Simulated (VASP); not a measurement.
## MnPt2: single point with r2SCAN0

MnPt2:

```
CELL_PARAMETERS angstrom
2.85840 0.00000 0.00000
-1.42920 2.47545 0.00000
0.00000 0.00000 6.53250
ATOMIC_POSITIONS crystal
Pt 0.66667 0.33333 0.31621
Pt 0.33333 0.66667 0.68379
Mn 0.00000 0.00000 0.00000
```

* Program: VASP 6.6.1
* Task: single point
* Functional: r2SCAN0
* Potentials or basis: VASP PAW PBE potentials, release 64 (Pt, Mn_pv)
* Cutoff: 440 eV
* k mesh: 6 × 6 × 2
* Occupations: fermi-dirac, width 0.05 eV
* Spin: collinear spin, ferromagnetic start
* Starting moments: [0.0, 0.0, 4.0] μB

```
Pressure                                              : -3.4 GPa
Largest force                                         : 0.183 eV/Å
Net moment                                            : 4.89 μB per cell
Site moments                                          : Pt +0.26; Mn +4.27 μB
Valence electrons inside the program's atomic spheres : Pt 9.35; Mn 11.52
```

Forces in eV/Å, atoms in the order of the input:
```
Pt   0.000  0.000  0.183
Pt   0.000  0.000 -0.183
Mn   0.000  0.000  0.000
```

Stress tensor (GPa, compression positive):
```
-4.76  0.00  0.00
 0.00 -4.76  0.00
 0.00  0.00 -0.75
```

Levels at points of the mesh, in eV from the Fermi level:
Spin up:
| k point | band 16 | band 17 | band 18 | band 19 | band 20 | band 21 | band 22 | band 23 |
| --- | --- | --- | --- | --- | --- | --- | --- | --- |
| (0.00, 0.00, 0.00) | -3.71 | -3.64 | -2.61 | -2.61 | -2.16 | -2.16 | 11.73 | 12.56 |
| (0.50, 0.00, 0.00) | -1.79 | -1.09 | -0.90 | 1.65 | 2.33 | 2.51 | 6.69 | 7.20 |
| (0.00, 0.00, 0.50) | -4.24 | -3.07 | -3.07 | -1.60 | -1.60 | 0.68 | 7.17 | 16.18 |
| (0.50, 0.00, 0.50) | -2.15 | -1.10 | -1.06 | -1.00 | 2.06 | 3.34 | 5.95 | 9.89 |
Spin down:
| k point | band 12 | band 13 | band 14 | band 15 | band 16 | band 17 | band 18 | band 19 |
| --- | --- | --- | --- | --- | --- | --- | --- | --- |
| (0.00, 0.00, 0.00) | -3.14 | -3.00 | -3.00 | -1.95 | -1.95 | 3.26 | 4.14 | 4.14 |
| (0.50, 0.00, 0.00) | -1.19 | 0.43 | 0.48 | 2.18 | 2.32 | 3.46 | 3.49 | 5.21 |
| (0.00, 0.00, 0.50) | -2.77 | -2.77 | -2.33 | -2.33 | 0.67 | 2.61 | 4.20 | 4.20 |
| (0.50, 0.00, 0.50) | -1.00 | -0.61 | 0.42 | 0.51 | 3.02 | 3.08 | 4.13 | 4.78 |

It took 76 min on 4 MPI ranks on AMD EPYC 7R43 64-Core Processor (Zen 3) (shared host), peak memory 0.17 GiB a rank.

Caveat: the k points lie up to 0.48 Å⁻¹ apart; the PAW data sets were made with another functional, which shifts forces and pressure a little; spin-orbit coupling is left out, which moves the levels of the heavy elements.
